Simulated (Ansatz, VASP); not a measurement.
## TaN in VASP and in Ansatz

```
Ta N
1.0
     3.04800    0.00000    0.00000
    -1.52400    2.63965    0.00000
     0.00000    0.00000    5.06554
Ta N
2 2
Cartesian
  0.0000 0.0000 0.0000
  0.0000 0.0000 2.5328
  0.0000 1.7598 1.2664
  1.5240 0.8799 3.7992
```

Change from the starting cell: zz strain of +3 %, crystal datasets.

Alike in both runs: task electric field gradients; functional PBEsol; k mesh 9 × 9 × 5; occupations fermi-dirac, width 0.01 eV; no spin polarisation.

```csv
,VASP,Ansatz
version,VASP 6.6.1,Ansatz 0.2.0
potentials or method,"VASP PAW PBE potentials, release 64 (Ta_pv, N), cutoff 520 eV","all-electron PAW with datasets made for the crystal, scalar-relativistic"
```

VASP gave:

| Property | Result |
| --- | --- |
| pressure (GPa) | 31.9 |
| traceless stress, the component that is largest in VASP (GPa) | 49.83 |
| size of Vzz on the site where it differs most (V/Å²) | 192.4 |

Task: What did Ansatz give for the same quantities?

Result: Pressure (GPa): 30.3; traceless stress, the component that is largest in VASP (GPa): 49.29; size of Vzz on the site where it differs most (V/Å²): 214.6.

VASP's potentials were made for PBE, not for PBEsol. Both programs put the cell under a high pressure, so it lies far from rest at this level. Ansatz ran all-electron here, and VASP with PAW potentials.

Spin-orbit coupling is off throughout.
